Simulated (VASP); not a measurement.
Input of a VASP 6.6.1 run:

INCAR

```
SYSTEM = KF
ALGO     = Normal         ! electronic algorithm
EDIFF    = 1E-7           ! SCF threshold, eV
ENCUT    = 520            ! plane-wave cutoff, eV
GGA      = PE             ! functional
ISIF     = 2              ! what is computed and relaxed
ISMEAR   = 0              ! smearing method
LASPH    = .True.         ! aspherical terms in the spheres
LCHARG   = .True.         ! write CHGCAR
LELF     = .True.         ! ELF
LREAL    = .False.        ! projectors in reciprocal space
LVHAR    = .True.       
LWAVE    = .False.        ! write WAVECAR
NBANDS   = 15             ! bands
NELM     = 60             ! most SCF steps
PREC     = Accurate       ! precision mode
SIGMA    = 0.05           ! smearing width, eV
```

Contents of KPOINTS:

```
k-points
0
Gamma
  8 8 8
  0 0 0
```

The input POSCAR:

```
KF
1.0
    0.0595002953      2.7972439438      2.7972439438
    2.7972439438      0.0595002953      2.7972439438
    2.7972439438      2.7972439438      0.0595002953
K F
1 1
Direct
    0.0000000000      0.0000000000      0.0000000000
    0.5000000000      0.5000000000      0.5000000000
```

Potentials or basis: VASP PAW PBE potentials, release 64 (K_sv, F).

Launch:

```console
$ cat potpaw_PBE.64/K_sv/POTCAR potpaw_PBE.64/F/POTCAR > POTCAR
$ mpirun -np 1 vasp_std > vasp.out
```

(1) Estimate the pressure.

(2) Predict the band gap on the k mesh.

Answers

(1) -1.6 GPa.

(2) 5.63 eV.
